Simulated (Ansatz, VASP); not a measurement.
**Two plane-wave programs on BAs**

The input INCAR:

```
SYSTEM = BAs
PREC = Accurate
ENCUT = 560
EDIFF = 1E-6
ISMEAR = -1
SIGMA = 0.02
LREAL = .FALSE.
LASPH = .TRUE.
NELM = 120
ALGO = Normal
ISIF = 2
LWAVE = .FALSE.
LCHARG = .FALSE.
GGA = PE
NBANDS = 26
GGA_COMPAT = .FALSE.
```

File KPOINTS:

```
Automatic mesh
0
G
  12 12 4
  0 0 0
```

POSCAR

```
BAs
1.0
    3.3244573618      0.0000000000      0.0000000000
   -1.6622286809      2.8790645291      0.0000000000
    0.0000000000      0.0000000000      8.6370288605
B As
2 2
Direct
    0.3333333333      0.6666666667      0.2500000000
    0.6666666667      0.3333333333      0.7500000000
    0.6666666667      0.3333333333      0.2500000000
    0.3333333333      0.6666666667      0.7500000000
```

Input for Ansatz:

```yaml
crystal:
  lattice:
    - [3.3244573618, 0.0, 0.0]
    - [-1.6622286809, 2.8790645291, 0.0]
    - [0.0, 0.0, 8.6370288605]
  atoms:
    - { symbol: B, position: [0.3333333333, 0.6666666667, 0.25] }
    - { symbol: B, position: [0.6666666667, 0.3333333333, 0.75] }
    - { symbol: As, position: [0.6666666667, 0.3333333333, 0.25] }
    - { symbol: As, position: [0.3333333333, 0.6666666667, 0.75] }
kpoints:
  mp_grid: { grid: [12, 12, 4] }
  band_path:
    path:
      - [0.0, 0.0, 0.0]
      - [0.5, 0.0, 0.0]
      - [0.3333333333, 0.3333333333, 0.0]
      - [0.0, 0.0, 0.5]
      - [0.5, 0.0, 0.5]
      - [0.3333333333, 0.3333333333, 0.5]
      - [0.3666666667, 0.2666666667, 0.0]
      - [0.30599, 0.30599, 0.0]
    npoints: 1
hamiltonian:
  xc: pbe
scf:
  occupations: { method: fermi_dirac, width: 0.02 }
  n_extra_bands: 5
output:
  forces: true
  stress: true
  eigenvalues: true
```

Change from the starting cell: hydrostatic strain -1.2%.

Alike in both runs: task single point; functional PBE; k mesh 12 × 12 × 4; occupations fermi-dirac, width 0.02 eV; no spin polarisation.

|  | VASP | Ansatz |
| --- | --- | --- |
| version | VASP 6.6.1 | Ansatz 0.2.0 |
| potentials or method | VASP PAW PBE potentials, release 64 (B, As_d) | plane waves, PAW |
| plane-wave cutoff (eV) | 560 | 420 |
| valence electrons in the cell | 36 | 36 |

Ansatz gave:

- pressure (GPa): 5.0
- traceless stress, the component that is largest in VASP (GPa): -4.23

Task: Estimate VASP's values.

Result: Pressure (GPa): 4.8; traceless stress, the component that is largest in VASP (GPa): -4.04.
